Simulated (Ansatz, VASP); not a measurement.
V in VASP and in Ansatz

```
V
1.0
    -2.31526    2.31526    1.27801
     2.31526   -2.31526    1.27801
     2.31526    2.31526   -1.27801
V
2
Direct
  0.00000 0.00000 0.00000
  0.75000 0.25000 0.50000
```

Alike in both runs: functional r2SCAN; k mesh 8 × 8 × 8; occupations gaussian, width 0.1 eV; no spin polarisation.

Ansatz relaxed the structure, and its values are those at the end. VASP's run is a single point on that final structure, the one shown.

```csv
,VASP,Ansatz
version,VASP 6.6.1,Ansatz 0.2.0
potentials or method,"VASP PAW PBE potentials, release 64 (V_sv), cutoff 520 eV","scalar-relativistic, plane waves, PAW"
valence electrons in the cell,26,26
```

```csv
,VASP,Ansatz,Ansatz less VASP
gap on the k mesh at the Fermi level (eV),none,none,-
pressure (GPa),0.9,0.0,-0.89
```

VASP's potentials were made for PBE, not for r2SCAN. A gap of «none» marks a metal or a gap that the smearing closes. The functional is the same, so the differences come from potentials, cutoffs and numerics.
